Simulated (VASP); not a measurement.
# Te (P6_3/mmc) in VASP: further runs

Runs on Te. Level: PBEsol. Tasks: single point.

Everything below comes from runs of VASP 6.6.1. Logs are shortened: lines on timing, memory, paths and dates and some standing lists are left out, and cuts for length are marked.

## Step 1: The cell of the first run

The structure is hexagonal, space group P6_3/mmc (No. 194). The conventional cell has a = 3.138 Å, b = 3.138 Å, c = 4.704 Å, α = 90.00°, β = 90.00°, γ = 120.00°. Te (site symmetry -6m2) has 12 Te at 2.97 to 3.14 Å within 3.9 Å.

## Step 2: Single point, PBEsol (volume scaled by 0.68)

INCAR

```
SYSTEM = Te
PREC     = Accurate       ! precision mode
ENCUT    = 520            ! plane-wave cutoff, eV
EDIFF    = 1E-6           ! SCF threshold, eV
ISMEAR   = -1             ! smearing method
SIGMA    = 0.08           ! smearing width, eV
LREAL    = .False.        ! projectors in reciprocal space
LASPH    = .True.         ! aspherical terms in the spheres
NELM     = 80             ! most SCF steps
ALGO     = Normal         ! electronic algorithm
ISIF     = 2              ! what is computed and relaxed
LWAVE    = .False.        ! write WAVECAR
LCHARG   = .False.        ! write CHGCAR
GGA      = PS             ! functional
NBANDS   = 13             ! bands
```

KPOINTS

```
Automatic mesh
0
Gamma
  14 14 8
  0 0 0
```

POSCAR

```
Te
1.0
    3.1376740743      0.0000000000      0.0000000000
   -1.5688370371      2.7173054571      0.0000000000
    0.0000000000      0.0000000000      4.7042108158
Te
2
Direct
    0.3333333333      0.6666666667      0.2500000000
    0.6666666667      0.3333333333      0.7500000000
```

Potentials or basis: VASP PAW PBE potentials, release 64 (Te).

On the command line:

```console
> cat potpaw_PBE.64/Te/POTCAR > POTCAR
> mpirun -np 1 vasp_std > vasp.out
```

OUTCAR:

```text
SYSTEM = Te
   PREC = Accurate
   ENCUT = 520
   EDIFF = 1E-6
   ISMEAR = -1
   LREAL = .False.
   LASPH = .True.
   NELM = 80
   ISIF = 2
   GGA = PS

 ion  position               nearest neighbor table
   1  0.333  0.667  0.250-   2 2.97   2 2.97   2 2.97   2 2.97   2 2.97   2 2.97
   2  0.667  0.333  0.750-   1 2.97   1 2.97   1 2.97   1 2.97   1 2.97   1 2.97

  LATTYP: Found a hexagonal cell.
 ALAT       =     3.1376740743
 C/A-ratio  =     1.4992668787

  Lattice vectors:

 A1 = (   3.1376740743,   0.0000000000,   0.0000000000)
 A2 = (  -1.5688370371,   2.7173054571,   0.0000000000)
 A3 = (   0.0000000000,   0.0000000000,   4.7042108158)

Analysis of symmetry for initial positions (statically):
=====================================================================
 Subroutine PRICEL returns:
 Original cell was already a primitive cell.

 Routine SETGRP: Setting up the symmetry group for a
 hexagonal supercell.

 Subroutine GETGRP returns: Found 24 space group operations
 (whereof 12 operations were pure point group operations)
 out of a pool of 24 trial point group operations.

The static configuration has the point symmetry D_3d.
 The point group associated with its full space group is D_6h.

Analysis of symmetry for dynamics (positions and initial velocities):
=====================================================================
 Subroutine PRICEL returns:
 Original cell was already a primitive cell.

 Routine SETGRP: Setting up the symmetry group for a
 hexagonal supercell.

 Subroutine GETGRP returns: Found 24 space group operations
 (whereof 12 operations were pure point group operations)
 out of a pool of 24 trial point group operations.

The dynamic configuration has the point symmetry D_3d.
 The point group associated with its full space group is D_6h.

 Subroutine INISYM returns: Found 24 space group operations
 (whereof 12 operations are pure point group operations),
 and found     1 'primitive' translations

----------------------------------------------------------------------------------------

                                     Primitive cell

  volume of cell :      40.1082

  direct lattice vectors                    reciprocal lattice vectors
     3.137674074  0.000000000  0.000000000     0.318707417  0.184005813  0.000000000
    -1.568837037  2.717305457  0.000000000     0.000000000  0.368011626  0.000000000
     0.000000000  0.000000000  4.704210816     0.000000000  0.000000000  0.212575507

  length of vectors
[... 86 lines left out ...]
   IBRION =     -1    ionic relax: 0-MD 1-quasi-New 2-CG
   NFREE  =      0    steps in history (QN), initial steepest desc. (CG)
   ISIF   =      2    stress and relaxation
   ISYM   =      2    0-nonsym 1-usesym 2-fastsym
   POTIM  = 0.5000    time-step for ionic-motion
   TEBEG  =    0.0;   TEEND  =   0.0 temperature during run
   PSTRESS=    0.0 pullay stress
   NELECT =      12.0000    total number of electrons
   NUPDOWN=      -1.0000    fix difference up-down
   EMIN   =  10.00;   EMAX   =-10.00  energy-range for DOS
   EFERMI =   0.00;   METHOD = LEGACY
   ISMEAR =    -1;   SIGMA  =   0.08  broadening in eV -4-tet -1-fermi 0-gaus
   EFERMI_NEDOS =   21; number of points for ismear=-14 and -15
   IALGO  =     38    algorithm
   IMIX   =      4    mixing-type and parameters
     AMIX     =   0.40;   BMIX     =  1.00
     AMIX_MAG =   1.60;   BMIX_MAG =  1.00
  volume/ion in A,a.u.               =      20.05       135.33
  Fermi-wavevector in a.u.,A,eV,Ry     =   1.094941  2.069139 16.311981  1.198897
  Thomas-Fermi vector in A             =   2.231256
   LORBIT       =      0    0 simple, 1 ext, 2 COOP (PROOUT), +10 PAW based schemes
   GGA     = PS    functional components
   LHFCALC =     F    Hartree Fock is set to
   AEXX    =    0.0000 exact exchange contribution
   IVDW    =     0    specifies the selected vdW correction
   LEPSILON=     F    determine dielectric tensor
   LRPA    =     F    only Hartree local field effects (RPA)
 non-spin polarized calculation
  energy-cutoff  :      520.00
  volume of cell :       40.11
 maximum number of plane-waves:      1103
 NGX is ok and might be reduce to    24
   NGX = 11   NGY = 11   NGZ = 17

 number of electron      12.0000000 magnetization

 Free energy of the ion-electron system (eV)
  ---------------------------------------------------
  ext. energy  EPLUGINS =         0.00000000
  ---------------------------------------------------
  free energy    TOTEN  =        -5.28623057 eV

  energy without entropy =       -5.26849121  energy(sigma->0) =       -5.27736089

 E-fermi :  13.4472     XC(G=0): -11.7860

 val. band max:       13.4340366416   @ k =   0.2143   0.0714   0.1250
 cond. band min:      13.4491708943   @ k =   0.3571   0.0000   0.0000
 fundamental gap:      0.0151342527
 Fermi energy:        13.4471705118

 k-point     1 :       0.0000    0.0000    0.0000
  band No.  band energies     occupation
      1      -3.9864      2.00000
      2       2.1018      2.00000
      3       4.5033      2.00000
      4      15.0029      0.00000
      5      15.0029      0.00000
      6      17.5301      0.00000
      7      17.5301      0.00000
      8      19.7876      0.00000
      9      20.0346      0.00000
     10      21.4511      0.00000
     11      23.1872      0.00000
     12      23.1872      0.00000
     13      25.1203      0.00000
[... 354 lines left out ...]
  band No.  band energies     occupation
      1       1.4298      2.00000
      2       2.1487      2.00000
      3       5.9613      2.00000
      4       9.3601      2.00000
      5       9.8073      2.00000
      6       9.9337      2.00000
      7      10.8457      2.00000
      8      11.4517      2.00000
      9      15.8620      0.00000
     10      23.4614      0.00000
     11      25.9475      0.00000
     12      25.9854      0.00000
     13      28.8547      0.00000

 [... further k-points ...]
[... 5 lines left out ...]
  --------------------------------------------------------------------------------------
  -------------------------------------------------------------------------------------
  Total        9.5833942      9.5833942      9.6161415      0.0000000      0.0000000      0.0000000
  in kB      382.8219842    382.8219841    384.1301177      0.0000000      0.0000000      0.0000000
  external PRESSURE =     383.2580287 kB  Pullay stress =       0.0000000 kB

 VOLUME and BASIS-vectors are now :
 -----------------------------------------------------------------------------
  energy-cutoff  :      520.00
  volume of cell :       40.11
      direct lattice vectors                 reciprocal lattice vectors
     3.137674074  0.000000000  0.000000000     0.318707417  0.184005813  0.000000000
    -1.568837037  2.717305457  0.000000000     0.000000000  0.368011626  0.000000000
     0.000000000  0.000000000  4.704210816     0.000000000  0.000000000  0.212575507

 POSITION                                       TOTAL-FORCE (eV/Angst)
 -----------------------------------------------------------------------------------
     -0.00000      1.81154      1.17605        -0.000000      0.000000      0.000000
      1.56884      0.90577      3.52816         0.000000     -0.000000      0.000000
 -----------------------------------------------------------------------------------
    total drift:                               -0.000000      0.000000     -0.000000

  FREE ENERGIE OF THE ION-ELECTRON SYSTEM (eV)
  ---------------------------------------------------
  free  energy   TOTEN  =        -5.2862305738 eV

  energy  without entropy=       -5.2684912125  energy(sigma->0) =       -5.27736089
```

Run time: 12 s. Hardware: 1 thread of Intel Xeon 6975P-C (Granite Rapids), shared host; peak memory 0.18 GiB.

Results:

| Item | Value |
| --- | --- |
| Free energy | -5.2862 eV |
| Pressure | 38.3 GPa |
| Band gap on the k mesh | zero (band 6 reaches 17.53 eV, above the bottom of band 7 at 10.85 eV) |

Stress tensor (GPa, compression positive):
```
38.28  0.00  0.00
 0.00 38.28  0.00
 0.00  0.00 38.41
```

Caveat: the cell differs from its parent crystal (volume scaled by 0.68); the PAW data sets were made with another functional, which shifts forces and pressure a little; spin-orbit coupling is left out, which moves the levels of the heavy elements.

## Step 3: Single point, PBEsol

This run uses another cell than the first one, of 22.41 Å³/atom, 1.118 times its volume.

INCAR

```
SYSTEM = Te
PREC = Accurate
ENCUT = 520
EDIFF = 1E-6
ISMEAR = -1
SIGMA = 0.08
LREAL = .False.
LASPH = .True.
NELM = 60
ALGO = Normal
ISIF = 2
LWAVE = .False.
LCHARG = .False.
GGA = PS
NBANDS = 13
```

KPOINTS is that of step 2.

POSCAR

```
Te
1.0
    3.3179174489      0.0000000000      0.0000000000
   -1.6589587245      2.8734007984      0.0000000000
    0.0000000000      0.0000000000      4.7019278580
Te
2
Direct
    0.3333333333      0.6666666667      0.2500000000
    0.6666666667      0.3333333333      0.7500000000
```

Potentials or basis: VASP PAW PBE potentials, release 64 (Te).

On the command line:

```console
> cat potpaw_PBE.64/Te/POTCAR > POTCAR
> mpirun -np 1 vasp_std > vasp.out
```

It took 19 s on 1 thread of Intel Xeon 6975P-C (Granite Rapids), shared host; peak memory 0.21 GiB.

Results (log left out):

```yaml
Free_energy: -6.1085 eV
Pressure: 19.6 GPa
Band_gap_on_the_k_mesh: zero (band 6 reaches 14.56 eV, above the bottom of band 7 at 9.14 eV)
```

Stress tensor (GPa, compression positive):
```
19.55  0.00  0.00
 0.00 19.55  0.00
 0.00  0.00 19.64
```

Levels at points of the mesh, in eV from the Fermi level:
```csv
k point,band 4,band 5,band 6,band 7,band 8,band 9
"(0.00, 0.00, 0.00)",0.66,0.66,3.15,3.15,5.32,5.89
"(0.50, 0.00, 0.00)",-4.25,-3.66,-2.39,-1.66,2.68,2.72
"(0.00, 0.00, 0.50)",-0.57,1.91,1.91,1.91,1.91,6.90
"(0.50, 0.00, 0.50)",-7.53,-0.59,-0.59,1.18,1.18,5.37
```

Caveat: the PAW data sets were made with another functional, which shifts forces and pressure a little; spin-orbit coupling is left out, which moves the levels of the heavy elements.

(Continued in part 2 of 3.)
